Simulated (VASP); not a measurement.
# MoS2 in VASP: single point with PBEsol

Aim: the single point of MoS2 with PBEsol.

Everything below comes from runs of VASP 6.6.1. Logs are shortened: lines on timing, memory, paths and dates and some standing lists are left out, and cuts for length are marked.

**1. The cell of the first run**

The cell holds a slab with vacuum, 9 atoms: a = 3.171 Å, b = 3.171 Å, c = 28.816 Å, α = 90.00°, β = 90.00°, γ = 60.00°.

**2. Single point, PBEsol**

INCAR reads:

```
PREC = Accurate ; ENCUT = 450
EDIFF = 1E-6 ; ISMEAR = 1
SIGMA = 0.1 ; LREAL = False
LASPH = True ; NELM = 300
ALGO = Normal ; ISIF = 2
LWAVE = False ; LCHARG = True
LDIPOL = True ; IDIPOL = 3
DIPOL = 0.5 0.5 0.491 ; GGA = PS
LVHAR = True ; LVACPOTAV = True
NBANDS = 49 ; GGA_COMPAT = False
NELMDL = -8 ; AMIX = 0.1
BMIX = 1E-4 ; AMIX_MAG = 0.4
BMIX_MAG = 1E-4 ; KPAR = 4
```

KPOINTS reads:

```
Automatic mesh
0
Gamma
  6 6 1
```

POSCAR reads:

```
MoS2
1.0
    3.1709999953      0.0000000000      0.0000000000
    1.5854999930      2.7461665541      0.0000000000
    0.0000000000      0.0000000000     28.8162408425
Mo S
3 6
Direct
    0.0000000000      0.0000000000      0.2082159166
    0.6666666667      0.6666666667      0.4204225227
    0.3333333333      0.3333333333      0.6326291288
    0.6666666667      0.6666666667      0.2612675681
    1.0000000000      0.0000000000      0.3673708712
    0.3333333333      0.3333333333      0.4734741742
    0.6666666667      0.6666666667      0.5795774773
    0.0000000000      0.0000000000      0.6856807803
    0.3333333333      0.3333333333      0.7917840834
```

Potentials or basis: VASP PAW PBE potentials, release 64 (Mo_sv, S).

On the command line:

```bash
> cat potpaw_PBE.64/Mo_sv/POTCAR potpaw_PBE.64/S/POTCAR > POTCAR
> mpirun -np 4 vasp_std > vasp.out
```

OUTCAR:

```text
PREC = Accurate
   ENCUT = 450
   EDIFF = 1E-6
   ISMEAR = 1
   LREAL = False
   LASPH = True
   NELM = 300
   ISIF = 2
   GGA = PS
   NELMDL = -8
   AMIX = 0.1
   AMIX_MAG = 0.4

 ion  position               nearest neighbor table
   1  0.000  0.000  0.208-   4 2.39   4 2.39   4 2.39
   2  0.667  0.667  0.420-   5 2.39   6 2.39   6 2.39   6 2.39   5 2.39   5 2.39
   3  0.333  0.333  0.633-   8 2.39   7 2.39   7 2.39   7 2.39   8 2.39   8 2.39
   4  0.667  0.667  0.261-   1 2.39   1 2.39   1 2.39
   5  0.000  0.000  0.367-   2 2.39   2 2.39   2 2.39
   6  0.333  0.333  0.473-   2 2.39   2 2.39   2 2.39
   7  0.667  0.667  0.580-   3 2.39   3 2.39   3 2.39
   8  0.000  0.000  0.686-   3 2.39   3 2.39   3 2.39
   9  0.333  0.333  0.792-

  LATTYP: Found a hexagonal cell.
 ALAT       =     3.1709999954
 C/A-ratio  =     9.0874301118

  Lattice vectors:

 A1 = (  -1.5854999930,  -2.7461665541,   0.0000000000)
 A2 = (   3.1709999953,   0.0000000000,   0.0000000000)
 A3 = (   0.0000000000,   0.0000000000,  28.8162408425)

Analysis of symmetry for initial positions (statically):
=====================================================================
 Subroutine PRICEL returns:
 Original cell was already a primitive cell.

 Routine SETGRP: Setting up the symmetry group for a
 hexagonal supercell.

 Subroutine GETGRP returns: Found  6 space group operations
 (whereof  6 operations were pure point group operations)
 out of a pool of 24 trial point group operations.

The static configuration has the point symmetry C_3v.

Analysis of symmetry for dynamics (positions and initial velocities):
=====================================================================
 Subroutine PRICEL returns:
 Original cell was already a primitive cell.

 Routine SETGRP: Setting up the symmetry group for a
 hexagonal supercell.

 Subroutine GETGRP returns: Found  6 space group operations
 (whereof  6 operations were pure point group operations)
 out of a pool of 24 trial point group operations.

The dynamic configuration has the point symmetry C_3v.

 Subroutine INISYM returns: Found  6 space group operations
 (whereof  6 operations are pure point group operations),
 and found     1 'primitive' translations

----------------------------------------------------------------------------------------

                                     Primitive cell

  volume of cell :     250.9345

  direct lattice vectors                    reciprocal lattice vectors
     3.170999995  0.000000000  0.000000000     0.315357932 -0.182071986  0.000000000
     1.585499993  2.746166554  0.000000000     0.000000000  0.364143973  0.000000000
     0.000000000  0.000000000 28.816240843     0.000000000  0.000000000  0.034702653

  length of vectors
     3.170999995  3.170999995 28.816240843     0.364143973  0.364143973  0.034702653

  position of ions in fractional coordinates (direct lattice)
     0.000000000  0.000000000  0.208215917
     0.666666667  0.666666667  0.420422523
     0.333333333  0.333333333  0.632629129
     0.666666667  0.666666667  0.261267568
     0.000000000  0.000000000  0.367370871
     0.333333333  0.333333333  0.473474174
     0.666666667  0.666666667  0.579577477
     0.000000000  0.000000000  0.685680780
     0.333333333  0.333333333  0.791784083

  ion indices of the primitive-cell ions
   primitive index   ion index
                 1           1
                 2           2
                 3           3
                 4           4
                 5           5
                 6           6
                 7           7
                 8           8
                 9           9

----------------------------------------------------------------------------------------

 KPOINTS: Automatic mesh

Automatic generation of k-mesh.
 Grid dimensions read from file:
 generate k-points for:    6    6    1

 Generating k-lattice:

  Cartesian coordinates                     Fractional coordinates (reciprocal lattice)
     0.052559655 -0.030345331  0.000000000     0.166666667 -0.000000000  0.000000000
     0.000000000  0.060690662  0.000000000     0.000000000  0.166666667  0.000000000
     0.000000000  0.000000000  0.034702653     0.000000000  0.000000000  1.000000000

  Length of vectors
     0.060690662  0.060690662  0.034702653

  Shift w.r.t. Gamma in fractional coordinates (k-lattice)
     0.000000000  0.000000000  0.000000000

 Subroutine IBZKPT returns following result:
 ===========================================

 Found      7 irreducible k-points:

 Following reciprocal coordinates:
            Coordinates               Weight
  0.000000  0.000000  0.000000      1.000000
  0.166667  0.000000  0.000000      6.000000
  0.333333  0.000000  0.000000      6.000000
  0.500000  0.000000  0.000000      3.000000
  0.333333  0.166667  0.000000      6.000000
  0.500000  0.166667  0.000000     12.000000
 -0.333333  0.333333  0.000000      2.000000
   k-points           NKPTS =      7   k-points in BZ     NKDIM =      7   number of bands    NBANDS=     49
   number of dos      NEDOS =    301   number of ions     NIONS =      9
   total plane-waves  NPLWV = 115200
   dimension x,y,z NGX =    24 NGY =   24 NGZ =  200
   dimension x,y,z NGXF=    48 NGYF=   48 NGZF=  400
   ions per type =               3   6
   NGX,Y,Z   is equivalent  to a cutoff of  12.58, 12.58, 11.54 a.u.
   NGXF,Y,Z  is equivalent  to a cutoff of  25.16, 25.16, 23.08 a.u.
 SYSTEM =  unknown system
   PREC   = accura    normal or accurate (medium, high low for compatibility)
   ISTART =      0    job   : 0-new  1-cont  2-samecut
   ICHARG =      2    charge: 1-file 2-atom 10-const
   ISPIN  =      1    spin polarized calculation?
   LNONCOLLINEAR =      F non collinear calculations
   LSORBIT =      F    spin-orbit coupling
   LASPH  =      T    aspherical Exc in radial PAW
   ENCUT  =  450.0 eV  33.07 Ry    5.75 a.u.   5.48  5.48 49.84*2*pi/ulx,y,z
   NELM   =    300;   NELMIN=  2; NELMDL= -8     # of ELM steps
   EDIFF  = 0.1E-05   stopping-criterion for ELM
   LREAL  =      F    real-space projection
   EDIFFG = 0.1E-04   stopping-criterion for IOM
   NSW    =      0    number of steps for IOM
   IBRION =     -1    ionic relax: 0-MD 1-quasi-New 2-CG
   NFREE  =      0    steps in history (QN), initial steepest desc. (CG)
   ISIF   =      2    stress and relaxation
   ISYM   =      2    0-nonsym 1-usesym 2-fastsym
   POTIM  = 0.5000    time-step for ionic-motion
   TEBEG  =    0.0;   TEEND  =   0.0 temperature during run
   PSTRESS=    0.0 pullay stress
   NELECT =      78.0000    total number of electrons
   NUPDOWN=      -1.0000    fix difference up-down
   EMIN   =  10.00;   EMAX   =-10.00  energy-range for DOS
   EFERMI =   0.00;   METHOD = LEGACY
   ISMEAR =     1;   SIGMA  =   0.10  broadening in eV -4-tet -1-fermi 0-gaus
   EFERMI_NEDOS =   21; number of points for ismear=-14 and -15
   IALGO  =     38    algorithm
   IMIX   =      4    mixing-type and parameters
     AMIX     =   0.10;   BMIX     =  0.00
     AMIX_MAG =   0.40;   BMIX_MAG =  0.00
  volume/ion in A,a.u.               =      27.88       188.15
  Fermi-wavevector in a.u.,A,eV,Ry     =   1.108969  2.095648 16.732623  1.229813
  Thomas-Fermi vector in A             =   2.245503
   LORBIT       =      0    0 simple, 1 ext, 2 COOP (PROOUT), +10 PAW based schemes
   GGA     = PS    functional components
   LHFCALC =     F    Hartree Fock is set to
   AEXX    =    0.0000 exact exchange contribution
   IVDW    =     0    specifies the selected vdW correction
   LEPSILON=     F    determine dielectric tensor
   LRPA    =     F    only Hartree local field effects (RPA)
 non-spin polarized calculation
 Methfessel and Paxton  Order N= 1 SIGMA  =   0.10
  energy-cutoff  :      450.00
  volume of cell :      250.93
 maximum number of plane-waves:      5547
 NGX is ok and might be reduce to    24
   NGX = 11   NGY = 11   NGZ = 99

 dipolmoment           0.000000      0.000000     -0.053272 electrons x Angstroem

 number of electron      78.0000000 magnetization

 dipolmoment           0.000000      0.000000      0.141483 electrons x Angstroem

 Free energy of the ion-electron system (eV)
  ---------------------------------------------------
  ext. energy  EPLUGINS =         0.00000000
  ---------------------------------------------------
  free energy    TOTEN  =       -63.13969007 eV

  energy without entropy =      -63.13006523  energy(sigma->0) =      -63.13648179

 E-fermi :   2.6476     XC(G=0):  -7.7643

 val. band max:        2.6426175708   @ k =   0.0000   0.0000   0.0000
 cond. band min:       2.6839517811   @ k =   0.0000   0.0000   0.0000
 fundamental gap:      0.0413342103
 Fermi energy:         2.6476433463

 k-point     1 :       0.0000    0.0000    0.0000
  band No.  band energies     occupation
      1     -58.8673      2.00000
      2     -58.7063      2.00000
      3     -58.4572      2.00000
      4     -32.9753      2.00000
      5     -32.8906      2.00000
      6     -32.8906      2.00000
[... 41 lines left out ...]
     48       5.3952      0.00000
     49       6.2979      0.00000

 k-point     2 :       0.1667    0.0000    0.0000
  band No.  band energies     occupation
      1     -58.8571      2.00000
      2     -58.6961      2.00000
      3     -58.4479      2.00000
      4     -32.9927      2.00000
      5     -32.9547      2.00000
      6     -32.9138      2.00000
[... 41 lines left out ...]
     48       5.5582      0.00000
     49       5.5704      0.00000

 k-point     3 :       0.3333    0.0000    0.0000
  band No.  band energies     occupation
      1     -58.8367      2.00000
      2     -58.6756      2.00000
      3     -58.4293      2.00000
      4     -33.1921      2.00000
      5     -33.0303      2.00000
      6     -32.9598      2.00000
[... 197 lines left out ...]
     48       5.4790      0.00000
     49       5.7523      0.00000

 k-point     7 :      -0.3333    0.3333    0.0000
  band No.  band energies     occupation
      1     -58.8214      2.00000
      2     -58.6603      2.00000
      3     -58.4153      2.00000
      4     -33.1682      2.00000
      5     -33.1682      2.00000
      6     -33.0064      2.00000
[... 41 lines left out ...]
     48       6.1599      0.00000
     49       6.3304      0.00000

------------------------ aborting loop because EDIFF is reached ----------------------------------------

  FORCE on cell =-STRESS in cart. coord.  units (eV):
  Direction    XX          YY          ZZ          XY          YZ          ZX
  --------------------------------------------------------------------------------------
  -------------------------------------------------------------------------------------
  Total       -7.7184724     -7.7184724      1.9257547      0.0000000      0.0000000      0.0000000
  in kB      -49.2812255    -49.2812256     12.2956391      0.0000001      0.0000000      0.0000000
  external PRESSURE =     -28.7556040 kB  Pullay stress =       0.0000000 kB

 VOLUME and BASIS-vectors are now :
 -----------------------------------------------------------------------------
  energy-cutoff  :      450.00
  volume of cell :      250.93
      direct lattice vectors                 reciprocal lattice vectors
     3.170999995  0.000000000  0.000000000     0.315357932 -0.182071986  0.000000000
     1.585499993  2.746166554  0.000000000     0.000000000  0.364143973  0.000000000
     0.000000000  0.000000000 28.816240843     0.000000000  0.000000000  0.034702653

 POSITION                                       TOTAL-FORCE (eV/Angst)
 -----------------------------------------------------------------------------------
      0.00000      0.00000      6.00000         0.000000      0.000000      0.914159
      3.17100      1.83078     12.11500        -0.000000     -0.000000     -0.044650
      1.58550      0.91539     18.22999         0.000000     -0.000000      0.015080
      3.17100      1.83078      7.52875        -0.000000     -0.000000     -0.886833
      0.00000      0.00000     10.58625        -0.000000     -0.000000     -0.644730
      1.58550      0.91539     13.64375         0.000000      0.000000      0.695166
      3.17100      1.83078     16.70124        -0.000000      0.000000     -0.761277
      0.00000      0.00000     19.75874         0.000000      0.000000      0.861238
      1.58550      0.91539     22.81624        -0.000000     -0.000000     -0.148153
 -----------------------------------------------------------------------------------
    total drift:                                0.000000      0.000000      0.001525

  FREE ENERGIE OF THE ION-ELECTRON SYSTEM (eV)
  ---------------------------------------------------
  free  energy   TOTEN  =       -63.1396900717 eV

  energy  without entropy=      -63.1300652337  energy(sigma->0) =      -63.13648179

 vacuum level on the upper side and lower side of the slab         9.778         6.837
```

Run time: 6.1 min. Hardware: 4 MPI ranks of Intel Xeon Platinum 8259CL at 2.50GHz (Skylake/Cascade Lake), shared host; peak memory 0.35 GiB.

Results:

```yaml
Free_energy: -63.1397 eV
Largest_force: 0.914 eV/Å
Band_gap_on_the_k_mesh: zero (bands 39 and 40 overlap by 0.68 eV)
```

Forces in eV/Å, atoms in the order of the input:
```
Mo   0.000  0.000  0.914
Mo   0.000  0.000 -0.045
Mo   0.000  0.000  0.015
S    0.000  0.000 -0.887
S    0.000  0.000 -0.645
S    0.000  0.000  0.695
S    0.000  0.000 -0.761
S    0.000  0.000  0.861
S    0.000  0.000 -0.148
```

Caveat: the k points lie up to 0.38 Å⁻¹ apart, too coarse for converged energies and pressures of a metal; the PAW data sets were made with another functional, which shifts forces and pressure a little.

The gap in the log of VASP goes by the Fermi energy; the results here count the filled bands.